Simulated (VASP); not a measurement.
A run of VASP 6.6.1 is set up as follows.

File INCAR:

```
PREC = Accurate ; ENCUT = 520
EDIFF = 1E-6 ; ISMEAR = 0
SIGMA = 0.05 ; LREAL = False
LASPH = True ; NELM = 100
ALGO = Normal ; ISIF = 2
LWAVE = False ; LCHARG = True
GGA = PE ; LELF = True
LVHAR = True ; NBANDS = 24
```

File KPOINTS:

```
Automatic mesh
0
Gamma
  6 6 6
```

POSCAR

```
KMgF3
1.0
    3.9859000000      0.0000000000      0.0000000000
    0.0000000000      3.9859000000      0.0000000000
    0.0000000000      0.0000000000      3.9859000000
K Mg F
1 1 3
Direct
    0.5000000000      0.5000000000      0.5000000000
    0.0000000000      0.0000000000      0.0031360546
    0.5000000000      0.0000000000      0.0000000000
    0.0000000000      0.5000000000      0.0000000000
    0.0000000000      0.0000000000      0.5000000000
```

Potentials or basis: VASP PAW PBE potentials, release 64 (K_sv, Mg, F).

Launch:

```sh
$ cat potpaw_PBE.64/K_sv/POTCAR potpaw_PBE.64/Mg/POTCAR potpaw_PBE.64/F/POTCAR > POTCAR
$ mpirun -np 1 vasp_std > vasp.out
```

(1) What does it give for the pressure?

(2) Predict the largest force.

(3) Estimate the band gap on the k mesh.

Results:

(1) 3.4 GPa.

(2) 0.120 eV/Å.

(3) 7.30 eV, indirect (least direct gap 7.63 eV).

Caveat: the cell differs from its parent crystal (all Mg atoms moved +0.013 Å, as atom 2 along Cartesian [0 0 1]).
